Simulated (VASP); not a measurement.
NaCl: single point with PBE

The system is NaCl.

```
Na Cl
1.0
     0.00000    2.91854    2.91854
     2.91854    0.00000    2.91854
     2.91854    2.91854    0.00000
Na Cl
1 1
Direct
  0.00000 0.00000 0.00000
  0.50000 0.50000 0.50000
```

| Quantity | Value |
| --- | --- |
| Program | VASP 6.6.1 |
| Task | single point |
| Functional | PBE |
| Potentials or basis | VASP PAW PBE potentials, release 64 (Na_pv, Cl) |
| Cutoff | 400 eV |
| k mesh | 8 × 8 × 8 |
| Occupations | fermi-dirac, width 0.1 eV |
| Spin | no spin polarisation |
| Dipole correction | no |
| k mesh for the DOS | 12 × 12 × 12 |
| Occupations for the DOS | tetrahedron |
| Further INCAR settings | ALGO = Normal; EDIFF = 1e-06; NBANDS = 14 |

- Valence electrons inside the program's atomic spheres: Na 6.01; Cl 5.15

Levels at points of the mesh, in eV from the valence-band top:
```tsv
k point	band 3	band 4	band 5	band 6	band 7	band 8	band 9	band 10	band 11	band 12
(0.00, 0.00, 0.00)	-21.04	-12.45	0.00	0.00	0.00	4.73	10.99	10.99	10.99	13.03
(0.50, 0.00, 0.00)	-21.04	-12.21	-1.64	-0.21	-0.21	7.08	9.81	10.71	10.71	14.31
(0.50, 0.50, 0.00)	-21.04	-12.17	-1.40	-0.50	-0.50	7.22	8.14	10.61	13.87	13.87
```

It took 17 s on 1 thread of Intel(R) Xeon(R) 6975P-C (Granite Rapids), on a shared host, peak memory 0.15 GiB.
